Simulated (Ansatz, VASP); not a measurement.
Two plane-wave programs on CdTe

```
CELL_PARAMETERS angstrom
0.00000 3.28320 3.28320
3.28320 0.00000 3.28320
3.28320 3.28320 0.00000
ATOMIC_POSITIONS crystal
Cd 0.00000 0.00000 0.00000
Te 0.25000 0.25000 0.25000
```

Alike in both runs: task single point; functional r2SCAN; k mesh 5 × 5 × 5; no spin polarisation.

|  | VASP | Ansatz |
| --- | --- | --- |
| version | VASP 6.6.1 | Ansatz 0.2.0 |
| potentials or method | VASP PAW PBE potentials, release 64 (Cd, Te) | plane waves, norm-conserving potentials |
| plane-wave cutoff (eV) | 520 | 1306 |
| occupations | gaussian, width 0.01 eV | fixed |
| valence electrons in the cell | 18 | 36 |

```tsv
	VASP	Ansatz	Ansatz less VASP
pressure (GPa)	0.0	-0.1	-0.11
```

VASP's potentials were made for PBE, not for r2SCAN. VASP's potentials hold 18 valence electrons a cell and Ansatz's 36, so a difference there can come from the potentials and not from the codes.

Spin-orbit coupling is off throughout.
